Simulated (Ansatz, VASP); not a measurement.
**SnO2: VASP beside Ansatz**

```
Sn O
1.0
     0.00000    2.57415    2.57415
     2.57415    0.00000    2.57415
     2.57415    2.57415    0.00000
Sn O
1 2
Direct
  0.00000 0.00000 0.00000
  0.25000 0.25000 0.25000
  0.75000 0.75000 0.75000
```

Alike in both runs: task relaxation of cell and atoms; functional PBE; k mesh 14 × 14 × 14; occupations gaussian, width 0.1 eV; no spin polarisation.

|  | VASP | Ansatz |
| --- | --- | --- |
| version | VASP 6.6.1 | Ansatz 0.2.0 |
| potentials or method | VASP PAW PBE potentials, release 64 (Sn_d, O), cutoff 600 eV | scalar-relativistic, plane waves, PAW |
| valence electrons in the cell | 26 | 26 |

```csv
,VASP,Ansatz,Ansatz less VASP
"gap on the k mesh at the Fermi level, each at its own relaxed structure (eV)",none,none,-
relaxed volume (Å³/atom),11.36,11.34,-0.019
relaxed cell length with the largest relative difference (Å),3.639,3.637,-0.0020
```

A gap of «none» marks a metal or a gap that the smearing closes.
